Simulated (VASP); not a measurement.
AlNi:

```
Ni Al
1.0
     2.88100    0.00000    0.00000
     0.00000    2.88100    0.00000
     0.00000    0.00000    2.88100
Ni Al
1 1
Cartesian
  1.4405 1.4405 1.4405
  0.0000 0.0000 0.0000
```

| Quantity | Value |
| --- | --- |
| Program | VASP 6.6.1 |
| Task | relaxation of cell and atoms |
| Functional | BLYP |
| Dispersion | D3(BJ) |
| Potentials or basis | VASP PAW PBE potentials, release 64 (Ni, Al) |
| Cutoff | 600 eV |
| k mesh | 9 × 9 × 9 |
| Occupations | fermi-dirac, width 0.05 eV |
| Spin | collinear spin, ferromagnetic start |
| Starting moments | [1.0, 0.0] μB |

At the start: pressure -7.4 GPa; volume 11.96 Å³/atom.

**Question.** How do energy, volume and symmetry change on relaxing?

**Answer.** Over 3 steps the energy falls by 13.1 meV/atom and the volume is 11.42 Å³/atom (-4.5 %); space group Pm-3m (No. 221, to 0.05 Å); moment 0.00 μB per cell.

The path:
```csv
step,energy change (eV),largest force (eV/Å),pressure (GPa),volume (Å³)
1,0.0000,0.0000,-7.44,23.91
2,-0.0102,0.0000,6.74,22.04
3,-0.0263,0.0000,-0.05,22.83
```

Final structure:
```cif
data_structure
_symmetry_space_group_name_H-M 'P 1'
_symmetry_Int_Tables_number 1
_cell_length_a 2.8369
_cell_length_b 2.8369
_cell_length_c 2.8369
_cell_angle_alpha 90.000
_cell_angle_beta 90.000
_cell_angle_gamma 90.000
_cell_volume 22.83
loop_
_atom_site_label
_atom_site_type_symbol
_atom_site_fract_x
_atom_site_fract_y
_atom_site_fract_z
_atom_site_occupancy
Ni1 Ni 0.50000 0.50000 0.50000 1
Al1 Al 0.00000 0.00000 0.00000 1
```

Caveat: the PAW data sets were made with another functional, which shifts forces and pressure a little; pairwise dispersion overbinds metals, which lowers pressure and volume.
